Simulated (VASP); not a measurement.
# SrO (Fm-3m) in VASP: notebook

Runs on SrO. Level: PBE. Tasks: single point.

Program: VASP 6.6.1. These are calculated values, not measurements. Logs are shortened: lines on timing, memory, paths and dates and some standing lists are left out, and cuts for length are marked.

## 1. The cell of the first run

Symmetry: Fm-3m, No. 225, cubic system. The conventional cell has a = 5.244 Å, b = 5.244 Å, c = 5.244 Å, α = 90.00°, β = 90.00°, γ = 90.00°. Within 3.5 Å of Sr (site symmetry m-3m) lie 6 O at 2.62 Å. Within 3.5 Å of O (site symmetry m-3m) lie 6 Sr at 2.62 Å.

## 2. Single point, PBE (volume changed by +5%)

The input, INCAR:

```
SYSTEM = SrO
PREC = Accurate
ENCUT = 600
EDIFF = 1E-6
ISMEAR = 0
SIGMA = 0.01
LREAL = .False.
LASPH = .True.
NELM = 120
ALGO = Normal
ISIF = 2
LWAVE = .False.
LCHARG = .True.
GGA = PE
LELF = .True.
LVHAR = .True.
NBANDS = 15
GGA_COMPAT = .False.
```

The input, KPOINTS:

```
regular mesh
0
Gamma
  4 4 4
  0 0 0
```

The input, POSCAR:

```
SrO
1.0
    0.0000000000      2.6221938744      2.6221938744
    2.6221938744      0.0000000000      2.6221938744
    2.6221938744      2.6221938744      0.0000000000
Sr O
1 1
Direct
    0.5000000000      0.5000000000      0.5000000000
    0.0000000000      0.0000000000      0.0000000000
```

Potentials or basis: VASP PAW PBE potentials, release 64 (Sr_sv, O).

Command:

```sh
cat potpaw_PBE.64/Sr_sv/POTCAR potpaw_PBE.64/O/POTCAR > POTCAR
mpirun -np 1 vasp_std > vasp.out
```

OUTCAR:

```text
SYSTEM = SrO
   PREC = Accurate
   ENCUT = 600
   EDIFF = 1E-6
   ISMEAR = 0
   LREAL = .False.
   LASPH = .True.
   NELM = 120
   ISIF = 2
   GGA = PE

 ion  position               nearest neighbor table
   1  0.500  0.500  0.500-   2 2.62   2 2.62   2 2.62   2 2.62   2 2.62   2 2.62
   2  0.000  0.000  0.000-   1 2.62   1 2.62   1 2.62   1 2.62   1 2.62   1 2.62

  LATTYP: Found a face centered cubic cell.
 ALAT       =     5.2443877488

  Lattice vectors:

 A1 = (   0.0000000000,   2.6221938744,   2.6221938744)
 A2 = (   2.6221938744,   0.0000000000,   2.6221938744)
 A3 = (   2.6221938744,   2.6221938744,   0.0000000000)

Analysis of symmetry for initial positions (statically):
=====================================================================
 Subroutine PRICEL returns:
 Original cell was already a primitive cell.

 Routine SETGRP: Setting up the symmetry group for a
 face centered cubic supercell.

 Subroutine GETGRP returns: Found 48 space group operations
 (whereof 48 operations were pure point group operations)
 out of a pool of 48 trial point group operations.

The static configuration has the point symmetry O_h .

Analysis of symmetry for dynamics (positions and initial velocities):
=====================================================================
 Subroutine PRICEL returns:
 Original cell was already a primitive cell.

 Routine SETGRP: Setting up the symmetry group for a
 face centered cubic supercell.

 Subroutine GETGRP returns: Found 48 space group operations
 (whereof 48 operations were pure point group operations)
 out of a pool of 48 trial point group operations.

The dynamic configuration has the point symmetry O_h .

 Subroutine INISYM returns: Found 48 space group operations
 (whereof 48 operations are pure point group operations),
 and found     1 'primitive' translations

----------------------------------------------------------------------------------------

                                     Primitive cell

  volume of cell :      36.0599

  direct lattice vectors                    reciprocal lattice vectors
     0.000000000  2.622193874  2.622193874    -0.190680027  0.190680027  0.190680027
     2.622193874  0.000000000  2.622193874     0.190680027 -0.190680027  0.190680027
     2.622193874  2.622193874  0.000000000     0.190680027  0.190680027 -0.190680027

  length of vectors
     3.708342140  3.708342140  3.708342140     0.330267496  0.330267496  0.330267496

  position of ions in fractional coordinates (direct lattice)
     0.500000000  0.500000000  0.500000000
     0.000000000  0.000000000  0.000000000

  ion indices of the primitive-cell ions
[... 71 lines left out ...]
   EMIN   =  10.00;   EMAX   =-10.00  energy-range for DOS
   EFERMI =   0.00;   METHOD = LEGACY
   ISMEAR =     0;   SIGMA  =   0.01  broadening in eV -4-tet -1-fermi 0-gaus
   EFERMI_NEDOS =   21; number of points for ismear=-14 and -15
   IALGO  =     38    algorithm
   IMIX   =      4    mixing-type and parameters
     AMIX     =   0.40;   BMIX     =  1.00
     AMIX_MAG =   1.60;   BMIX_MAG =  1.00
  volume/ion in A,a.u.               =      18.03       121.67
  Fermi-wavevector in a.u.,A,eV,Ry     =   1.248648  2.359603 21.213141  1.559122
  Thomas-Fermi vector in A             =   2.382725
   LORBIT       =      0    0 simple, 1 ext, 2 COOP (PROOUT), +10 PAW based schemes
   GGA     = PE    functional components
   LHFCALC =     F    Hartree Fock is set to
   AEXX    =    0.0000 exact exchange contribution
   IVDW    =     0    specifies the selected vdW correction
   LEPSILON=     F    determine dielectric tensor
   LRPA    =     F    only Hartree local field effects (RPA)
 non-spin polarized calculation
 Gauss-broadening in eV      SIGMA  =   0.01
  energy-cutoff  :      600.00
  volume of cell :       36.06
 maximum number of plane-waves:      1243
 NGX is ok and might be reduce to    30
   NGX = 15   NGY = 15   NGZ = 15

 number of electron      16.0000004 magnetization

 Free energy of the ion-electron system (eV)
  ---------------------------------------------------
  ext. energy  EPLUGINS =         0.00000000
  ---------------------------------------------------
  free energy    TOTEN  =       -12.04948671 eV

  energy without entropy =      -12.04948671  energy(sigma->0) =      -12.04948671

 E-fermi :   1.5745     XC(G=0):  -9.7489

 val. band max:        1.3990264246   @ k =   0.0000   0.0000   0.0000
 cond. band min:       4.6851688812   @ k =   0.5000   0.5000   0.0000
 fundamental gap:      3.2861424566
 Fermi energy:         1.5745311758

 k-point     1 :       0.0000    0.0000    0.0000
  band No.  band energies     occupation
      1     -31.2118      2.00000
      2     -13.6162      2.00000
      3     -12.9048      2.00000
      4     -12.9048      2.00000
      5     -12.9048      2.00000
      6       1.3990      2.00000
      7       1.3990      2.00000
      8       1.3990      2.00000
      9       4.9703      0.00000
     10       7.4693      0.00000
     11       7.4693      0.00000
     12       7.4693      0.00000
     13       9.5065      0.00000
     14       9.5065      0.00000
[... 113 lines left out ...]
      2     -14.2815      2.00000
      3     -13.4574      2.00000
      4     -13.4574      2.00000
      5     -12.2972      2.00000
      6       0.3552      2.00000
      7       0.9097      2.00000
      8       0.9097      2.00000
      9       7.2499      0.00000
     10       7.2499      0.00000
     11       9.5815      0.00000
     12      12.0241      0.00000
     13      12.2158      0.00000
     14      13.4616      0.00000
     15      15.3564      0.00000

------------------------ aborting loop because EDIFF is reached ----------------------------------------

  FORCE on cell =-STRESS in cart. coord.  units (eV):
  Direction    XX          YY          ZZ          XY          YZ          ZX
  --------------------------------------------------------------------------------------
  -------------------------------------------------------------------------------------
  Total       -0.4206894     -0.4206894     -0.4206894     -0.0000000     -0.0000000      0.0000000
  in kB      -18.6916538    -18.6916538    -18.6916538     -0.0000000     -0.0000000      0.0000000
  external PRESSURE =     -18.6916538 kB  Pullay stress =       0.0000000 kB

 VOLUME and BASIS-vectors are now :
 -----------------------------------------------------------------------------
  energy-cutoff  :      600.00
  volume of cell :       36.06
      direct lattice vectors                 reciprocal lattice vectors
     0.000000000  2.622193874  2.622193874    -0.190680027  0.190680027  0.190680027
     2.622193874  0.000000000  2.622193874     0.190680027 -0.190680027  0.190680027
     2.622193874  2.622193874  0.000000000     0.190680027  0.190680027 -0.190680027

 POSITION                                       TOTAL-FORCE (eV/Angst)
 -----------------------------------------------------------------------------------
      2.62219      2.62219      2.62219         0.000000      0.000000      0.000000
      0.00000      0.00000      0.00000        -0.000000     -0.000000     -0.000000
 -----------------------------------------------------------------------------------
    total drift:                               -0.000000      0.000000      0.000000

  FREE ENERGIE OF THE ION-ELECTRON SYSTEM (eV)
  ---------------------------------------------------
  free  energy   TOTEN  =       -12.0494867117 eV

  energy  without entropy=      -12.0494867117  energy(sigma->0) =      -12.04948671
```

stdout:

```text
POSCAR found type information on POSCAR SrO
 POSCAR found :  2 types and       2 ions
 scaLAPACK will be used
 LDA part: xc-table for (Slater+PW92), standard interpolation
 POSCAR, INCAR and KPOINTS ok, starting setup
 FFT: planning ... GRIDC
 FFT: planning ... GRID_SOFT
 FFT: planning ... GRID
 WAVECAR not read
 entering main loop
```

Run time: 19 s. Hardware: 1 thread of AMD EPYC 7R13, shared host; peak memory 0.14 GiB.

What came out:

```
Free energy            : -12.0495 eV
Pressure               : -1.9 GPa
Band gap on the k mesh : 3.29 eV, indirect (least direct gap 3.41 eV)
```

Levels at points of the mesh, in eV from the valence-band top:
```tsv
k point	band 6	band 7	band 8	band 9	band 10	band 11
(0.00, 0.00, 0.00)	0.00	0.00	0.00	3.57	6.07	6.07
(0.50, 0.00, 0.00)	-2.06	-1.03	-1.03	6.29	7.98	8.50
(0.50, 0.50, 0.00)	-0.52	-0.12	-0.12	3.29	7.36	9.78
```

Caveat: the k points lie up to 0.52 Å⁻¹ apart.

## 3. Single point, PBE (volume changed by +10%)

The input, INCAR:

```
ALGO = Normal
EDIFF = 1E-6
ENCUT = 600
GGA = PE
GGA_COMPAT = F
ISIF = 2
ISMEAR = 0
LASPH = T
LCHARG = F
LREAL = F
LWAVE = F
NBANDS = 15
NELM = 120
PREC = Accurate
SIGMA = 0.01
```

The input, KPOINTS:

```
k-points
0
Gamma
  4 4 4
```

The input, POSCAR:

```
SrO
1.0
    0.0000000000      2.6631722726      2.6631722726
    2.6631722726      0.0000000000      2.6631722726
    2.6631722726      2.6631722726      0.0000000000
Sr O
1 1
Direct
    0.5000000000      0.5000000000      0.5000000000
    0.0000000000      0.0000000000      0.0000000000
```

Potentials or basis: VASP PAW PBE potentials, release 64 (Sr_sv, O).

Command:

```sh
cat potpaw_PBE.64/Sr_sv/POTCAR potpaw_PBE.64/O/POTCAR > POTCAR
mpirun -np 1 vasp_std > vasp.out
```

It took 18 s on 1 thread of AMD EPYC 7R13, shared host; peak memory 0.14 GiB.

Results (log left out):

```
Free energy            : -12.0132 eV
Pressure               : -5.1 GPa
Band gap on the k mesh : 3.27 eV, direct
```

Levels at points of the mesh, in eV from the valence-band top:
```csv
k point,band 4,band 5,band 6,band 7,band 8,band 9,band 10,band 11,band 12,band 13
"(0.00, 0.00, 0.00)",-14.52,-14.52,0.00,0.00,0.00,3.27,5.96,5.96,5.96,7.90
"(0.50, 0.00, 0.00)",-14.58,-13.33,-1.98,-0.95,-0.95,6.09,7.63,8.24,8.24,10.92
"(0.50, 0.50, 0.00)",-14.78,-14.78,-0.58,-0.15,-0.15,3.29,7.03,9.46,9.48,10.25
```

Caveat: the k points lie up to 0.51 Å⁻¹ apart. A k mesh can miss the band edges.
